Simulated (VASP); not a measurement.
# HICl (Pmmn) in VASP: single point with PBEsol

Aim: the single point of HICl with PBEsol.

Program: VASP 6.6.1. These are calculated values, not measurements. Logs are shortened: lines on timing, memory, paths and dates and some standing lists are left out, and cuts for length are marked.

## (1) The cell of the first run

It takes space group Pmmn (No. 59, orthorhombic). Conventional cell: a = 3.514 Å, b = 4.054 Å, c = 8.059 Å, α = 90.00°, β = 90.00°, γ = 90.00°. I (site symmetry mm2) has 4 H at 2.14 to 2.16 Å and 2 Cl at 2.52 Å within 2.8 Å. H (site symmetry mm2) has 4 I at 2.14 to 2.16 Å and 4 H at 2.73 Å within 2.8 Å. Cl (site symmetry mm2) has 2 I at 2.52 Å and 1 H at 3.02 Å within 3.3 Å.

## (2) Single point, PBEsol

The input, INCAR:

```
PREC     = Accurate       # precision mode
ENCUT    = 520            # plane-wave cutoff, eV
EDIFF    = 1E-7           # SCF threshold, eV
ISMEAR   = -1             # smearing method
SIGMA    = 0.134          # smearing width, eV
LREAL    = F              # projectors in reciprocal space
LASPH    = T              # aspherical terms in the spheres
NELM     = 80             # most SCF steps
ALGO     = Normal         # electronic algorithm
ISIF     = 2              # what is computed and relaxed
LWAVE    = F              # write WAVECAR
LCHARG   = F              # write CHGCAR
GGA      = PS             # functional
NBANDS   = 24             # bands
```

The input, KPOINTS:

```
Automatic mesh
0
Gamma
  8 10 4
```

The input, POSCAR:

```
HICl
1.0
    4.0543070000      0.0000000000      0.0000000000
    0.0000000000      3.5137320000      0.0000000000
    0.0000000000      0.0000000000      8.0587450000
I H Cl
2 2 2
Direct
    0.0000000000      0.5000000000      0.1210000000
    0.5000000000      0.0000000000      0.8790000000
    0.0000000000      0.0000000000      0.9700000000
    0.5000000000      0.5000000000      0.0300000000
    0.0000000000      0.0000000000      0.3450000000
    0.5000000000      0.5000000000      0.6550000000
```

Potentials or basis: VASP PAW PBE potentials, release 64 (I, H, Cl).

The run is started by

```bash
> cat potpaw_PBE.64/I/POTCAR potpaw_PBE.64/H/POTCAR potpaw_PBE.64/Cl/POTCAR > POTCAR
> mpirun -np 1 vasp_std > vasp.out
```

OUTCAR:

```text
PREC = Accurate
   ENCUT = 520
   EDIFF = 1E-7
   ISMEAR = -1
   LREAL = F
   LASPH = T
   NELM = 80
   ISIF = 2
   GGA = PS

 ion  position               nearest neighbor table
   1  0.000  0.500  0.121-   3 2.14   3 2.14   4 2.16   4 2.16   5 2.52   5 2.52   2 3.32   2 3.32
                             2 3.32   2 3.32
   2  0.500  0.000  0.879-   4 2.14   4 2.14   3 2.16   3 2.16   6 2.52   6 2.52   1 3.32   1 3.32
                             1 3.32   1 3.32
   3  0.000  0.000  0.970-   1 2.14   1 2.14   2 2.16   2 2.16
   4  0.500  0.500  0.030-   2 2.14   2 2.14   1 2.16   1 2.16
   5  0.000  0.000  0.345-   1 2.52   1 2.52
   6  0.500  0.500  0.655-   2 2.52   2 2.52

  LATTYP: Found a simple orthorhombic cell.
 ALAT       =     3.5137320000
 B/A-ratio  =     1.1538463947
 C/A-ratio  =     2.2935001873

  Lattice vectors:

 A1 = (   0.0000000000,  -3.5137320000,   0.0000000000)
 A2 = (   4.0543070000,   0.0000000000,   0.0000000000)
 A3 = (   0.0000000000,   0.0000000000,   8.0587450000)

Analysis of symmetry for initial positions (statically):
=====================================================================
 Subroutine PRICEL returns:
 Original cell was already a primitive cell.

 Routine SETGRP: Setting up the symmetry group for a
 simple orthorhombic supercell.

 Subroutine GETGRP returns: Found  8 space group operations
 (whereof  4 operations were pure point group operations)
 out of a pool of  8 trial point group operations.

The static configuration has the point symmetry C_2v.
 The point group associated with its full space group is D_2h.

Analysis of symmetry for dynamics (positions and initial velocities):
=====================================================================
 Subroutine PRICEL returns:
 Original cell was already a primitive cell.

 Routine SETGRP: Setting up the symmetry group for a
 simple orthorhombic supercell.

 Subroutine GETGRP returns: Found  8 space group operations
 (whereof  4 operations were pure point group operations)
 out of a pool of  8 trial point group operations.

The dynamic configuration has the point symmetry C_2v.
 The point group associated with its full space group is D_2h.

 Subroutine INISYM returns: Found  8 space group operations
 (whereof  4 operations are pure point group operations),
 and found     1 'primitive' translations

----------------------------------------------------------------------------------------

                                     Primitive cell

  volume of cell :     114.8029

  direct lattice vectors                    reciprocal lattice vectors
     4.054307000  0.000000000  0.000000000     0.246651277  0.000000000  0.000000000
     0.000000000  3.513732000  0.000000000     0.000000000  0.284597687  0.000000000
     0.000000000  0.000000000  8.058745000     0.000000000  0.000000000  0.124088800

  length of vectors
     4.054307000  3.513732000  8.058745000     0.246651277  0.284597687  0.124088800

  position of ions in fractional coordinates (direct lattice)
     0.000000000  0.500000000  0.121000000
     0.500000000  0.000000000  0.879000000
     0.000000000  0.000000000  0.970000000
     0.500000000  0.500000000  0.030000000
     0.000000000  0.000000000  0.345000000
     0.500000000  0.500000000  0.655000000

  ion indices of the primitive-cell ions
   primitive index   ion index
                 1           1
                 2           2
                 3           3
                 4           4
                 5           5
                 6           6

----------------------------------------------------------------------------------------

 KPOINTS: Automatic mesh

Automatic generation of k-mesh.
 Grid dimensions read from file:
 generate k-points for:    8   10    4

 Generating k-lattice:

  Cartesian coordinates                     Fractional coordinates (reciprocal lattice)
     0.030831410  0.000000000  0.000000000     0.125000000  0.000000000  0.000000000
     0.000000000  0.028459769  0.000000000     0.000000000  0.100000000  0.000000000
     0.000000000  0.000000000  0.031022200     0.000000000  0.000000000  0.250000000

  Length of vectors
     0.030831410  0.028459769  0.031022200

  Shift w.r.t. Gamma in fractional coordinates (k-lattice)
     0.000000000  0.000000000  0.000000000

 Subroutine IBZKPT returns following result:
 ===========================================

 Found     90 irreducible k-points:

 Following reciprocal coordinates:
            Coordinates               Weight
  0.000000  0.000000  0.000000      1.000000
  0.125000  0.000000  0.000000      2.000000
  0.250000  0.000000  0.000000      2.000000
  0.375000  0.000000  0.000000      2.000000
  0.500000  0.000000  0.000000      1.000000
  0.000000  0.100000  0.000000      2.000000
[... 16 lines left out ...]
  0.250000  0.400000  0.000000      4.000000
  0.375000  0.400000  0.000000      4.000000
 [... further k-points ...]
   k-points           NKPTS =     90   k-points in BZ     NKDIM =     90   number of bands    NBANDS=     24
   number of dos      NEDOS =    301   number of ions     NIONS =      6
   total plane-waves  NPLWV =  50400
   dimension x,y,z NGX =    30 NGY =   28 NGZ =   60
   dimension x,y,z NGXF=    60 NGYF=   56 NGZF=  120
   ions per type =               2   2   2
   NGX,Y,Z   is equivalent  to a cutoff of  12.30, 13.25, 12.38 a.u.
   NGXF,Y,Z  is equivalent  to a cutoff of  24.60, 26.50, 24.76 a.u.
 SYSTEM =  unknown system
   PREC   = accura    normal or accurate (medium, high low for compatibility)
   ISTART =      0    job   : 0-new  1-cont  2-samecut
   ICHARG =      2    charge: 1-file 2-atom 10-const
   ISPIN  =      1    spin polarized calculation?
   LNONCOLLINEAR =      F non collinear calculations
   LSORBIT =      F    spin-orbit coupling
   LASPH  =      T    aspherical Exc in radial PAW
   ENCUT  =  520.0 eV  38.22 Ry    6.18 a.u.   7.54  6.53 14.98*2*pi/ulx,y,z
   NELM   =     80;   NELMIN=  2; NELMDL= -5     # of ELM steps
   EDIFF  = 0.1E-06   stopping-criterion for ELM
   LREAL  =      F    real-space projection
   EDIFFG = 0.1E-05   stopping-criterion for IOM
   NSW    =      0    number of steps for IOM
   IBRION =     -1    ionic relax: 0-MD 1-quasi-New 2-CG
   NFREE  =      0    steps in history (QN), initial steepest desc. (CG)
   ISIF   =      2    stress and relaxation
   ISYM   =      2    0-nonsym 1-usesym 2-fastsym
   POTIM  = 0.5000    time-step for ionic-motion
   TEBEG  =    0.0;   TEEND  =   0.0 temperature during run
   PSTRESS=    0.0 pullay stress
   NELECT =      30.0000    total number of electrons
   NUPDOWN=      -1.0000    fix difference up-down
   EMIN   =  10.00;   EMAX   =-10.00  energy-range for DOS
   EFERMI =   0.00;   METHOD = LEGACY
   ISMEAR =    -1;   SIGMA  =   0.13  broadening in eV -4-tet -1-fermi 0-gaus
   EFERMI_NEDOS =   21; number of points for ismear=-14 and -15
   IALGO  =     38    algorithm
   IMIX   =      4    mixing-type and parameters
     AMIX     =   0.40;   BMIX     =  1.00
     AMIX_MAG =   1.60;   BMIX_MAG =  1.00
  volume/ion in A,a.u.               =      19.13       129.12
  Fermi-wavevector in a.u.,A,eV,Ry     =   1.046641  1.977864 14.904599  1.095457
  Thomas-Fermi vector in A             =   2.181488
   LORBIT       =      0    0 simple, 1 ext, 2 COOP (PROOUT), +10 PAW based schemes
   GGA     = PS    functional components
   LHFCALC =     F    Hartree Fock is set to
   AEXX    =    0.0000 exact exchange contribution
   IVDW    =     0    specifies the selected vdW correction
   LEPSILON=     F    determine dielectric tensor
   LRPA    =     F    only Hartree local field effects (RPA)
 non-spin polarized calculation
  energy-cutoff  :      520.00
  volume of cell :      114.80
 maximum number of plane-waves:      3113
   NGX = 15   NGY = 13   NGZ = 29

 number of electron      30.0000001 magnetization

 Free energy of the ion-electron system (eV)
  ---------------------------------------------------
  ext. energy  EPLUGINS =         0.00000000
  ---------------------------------------------------
  free energy    TOTEN  =        -9.27393156 eV

  energy without entropy =       -9.07583715  energy(sigma->0) =       -9.17488436

 E-fermi :   4.9645     XC(G=0):  -9.2259

 val. band max:        4.9643100650   @ k =   0.3750   0.0000   0.2500
 cond. band min:       4.9671119425   @ k =   0.2500   0.3000   0.0000
 fundamental gap:      0.0028018774
 Fermi energy:         4.9645225818

 k-point     1 :       0.0000    0.0000    0.0000
  band No.  band energies     occupation
      1     -12.6016      2.00000
      2     -11.7370      2.00000
      3      -9.8078      2.00000
      4      -7.3336      2.00000
      5      -1.4253      2.00000
      6      -0.3747      2.00000
[... 16 lines left out ...]
     23      13.4099      0.00000
     24      13.4724      0.00000

 k-point     2 :       0.1250    0.0000    0.0000
  band No.  band energies     occupation
      1     -12.5406      2.00000
      2     -11.7403      2.00000
      3      -9.7392      2.00000
      4      -7.4072      2.00000
      5      -1.5185      2.00000
      6      -1.4968      2.00000
[... 16 lines left out ...]
     23      13.4298      0.00000
     24      13.4441      0.00000

 k-point     3 :       0.2500    0.0000    0.0000
  band No.  band energies     occupation
      1     -12.3763      2.00000
      2     -11.7612      2.00000
      3      -9.5294      2.00000
      4      -7.6626      2.00000
      5      -2.4799      2.00000
      6      -1.8329      2.00000
[... 16 lines left out ...]
     23      12.9683      0.00000
     24      13.6364      0.00000

 k-point     4 :       0.3750    0.0000    0.0000
  band No.  band energies     occupation
      1     -12.1609      2.00000
      2     -11.8269      2.00000
      3      -9.1708      2.00000
      4      -8.1216      2.00000
      5      -2.8780      2.00000
      6      -2.3214      2.00000
[... 16 lines left out ...]
     23      12.6979      0.00000
     24      13.0977      0.00000

 k-point     5 :       0.5000    0.0000    0.0000
  band No.  band energies     occupation
      1     -11.9619      2.00000
      2     -11.9619      2.00000
      3      -8.6755      2.00000
      4      -8.6755      2.00000
      5      -2.7551      2.00000
      6      -2.7551      2.00000
[... 16 lines left out ...]
     23      12.6924      0.00000
     24      12.6924      0.00000

 k-point     6 :       0.0000    0.1000    0.0000
  band No.  band energies     occupation
      1     -12.5015      2.00000
      2     -11.6601      2.00000
      3      -9.7751      2.00000
      4      -7.4316      2.00000
      5      -1.4994      2.00000
      6      -0.7334      2.00000
[... 16 lines left out ...]
     23      13.3476      0.00000
     24      13.4041      0.00000
[... 379 lines left out ...]
 k-point    21 :       0.0000    0.4000    0.0000
  band No.  band energies     occupation
      1     -11.1547      2.00000
      2     -10.7765      2.00000
      3      -9.6359      2.00000
      4      -9.0279      2.00000
      5      -3.2853      2.00000
      6      -3.0025      2.00000
[... 16 lines left out ...]
     23      12.8846      0.00000
     24      13.7582      0.00000

 k-point    22 :       0.1250    0.4000    0.0000
  band No.  band energies     occupation
      1     -11.1175      2.00000
      2     -10.7731      2.00000
      3      -9.5764      2.00000
      4      -8.9848      2.00000
      5      -3.3149      2.00000
      6      -3.0655      2.00000
[... 16 lines left out ...]
     23      13.0403      0.00000
     24      13.2520      0.00000

 k-point    23 :       0.2500    0.4000    0.0000
  band No.  band energies     occupation
      1     -11.0235      2.00000
      2     -10.7697      2.00000
      3      -9.4046      2.00000
      4      -8.8886      2.00000
      5      -3.4413      2.00000
      6      -3.3327      2.00000
[... 16 lines left out ...]
     23      13.4879      0.00000
     24      13.7094      0.00000

 k-point    24 :       0.3750    0.4000    0.0000
  band No.  band energies     occupation
      1     -10.9143      2.00000
      2     -10.7824      2.00000
      3      -9.1567      2.00000
      4      -8.8349      2.00000
      5      -3.7177      2.00000
      6      -3.6842      2.00000
[... 16 lines left out ...]
     23      14.2076      0.00000
     24      14.2103      0.00000

 [... further k-points ...]

------------------------ aborting loop because EDIFF is reached ----------------------------------------

  FORCE on cell =-STRESS in cart. coord.  units (eV):
  Direction    XX          YY          ZZ          XY          YZ          ZX
  --------------------------------------------------------------------------------------
  -------------------------------------------------------------------------------------
  Total        6.4886756     13.0429400     14.6341531      0.0000000      0.0000000      0.0000000
  in kB       90.5553194    182.0259887    204.2328028      0.0000000      0.0000000      0.0000000
  external PRESSURE =     158.9380370 kB  Pullay stress =       0.0000000 kB

 VOLUME and BASIS-vectors are now :
 -----------------------------------------------------------------------------
  energy-cutoff  :      520.00
  volume of cell :      114.80
      direct lattice vectors                 reciprocal lattice vectors
     4.054307000  0.000000000  0.000000000     0.246651277  0.000000000  0.000000000
     0.000000000  3.513732000  0.000000000     0.000000000  0.284597687  0.000000000
     0.000000000  0.000000000  8.058745000     0.000000000  0.000000000  0.124088800

 POSITION                                       TOTAL-FORCE (eV/Angst)
 -----------------------------------------------------------------------------------
      0.00000      1.75687      0.97511         0.000000      0.000000     -1.175553
      2.02715      0.00000      7.08364         0.000000      0.000000      1.175553
      0.00000      0.00000      7.81698         0.000000      0.000000      0.437884
      2.02715      1.75687      0.24176         0.000000      0.000000     -0.437884
      0.00000      0.00000      2.78027         0.000000      0.000000      3.086250
      2.02715      1.75687      5.27848         0.000000      0.000000     -3.086250
 -----------------------------------------------------------------------------------
    total drift:                                0.000000     -0.000000      0.000000

  FREE ENERGIE OF THE ION-ELECTRON SYSTEM (eV)
  ---------------------------------------------------
  free  energy   TOTEN  =        -9.2739315622 eV

  energy  without entropy=       -9.0758371527  energy(sigma->0) =       -9.17488436
```

Run time: 3.6 min. Hardware: 1 thread of Intel Xeon Platinum 8488C (Sapphire Rapids), shared host; peak memory 0.36 GiB.

Results:

| Item | Value |
| --- | --- |
| Free energy | -9.2739 eV |
| Pressure | 15.9 GPa |
| Largest force | 3.086 eV/Å |
| Band gap on the k mesh | zero (bands 15 and 16 overlap by 0.94 eV) |

Forces on the atoms (eV/Å):
```
I    0.000  0.000 -1.176
I    0.000  0.000  1.176
H    0.000  0.000  0.438
H    0.000  0.000 -0.438
Cl   0.000  0.000  3.086
Cl   0.000  0.000 -3.086
```

Stress tensor (GPa, compression positive):
```
 9.06  0.00  0.00
 0.00 18.20  0.00
 0.00  0.00 20.42
```

Caveat: the cell stands under pressure; the PAW data sets were made with another functional, which shifts forces and pressure a little; spin-orbit coupling is left out, which moves the levels of the heavy elements.
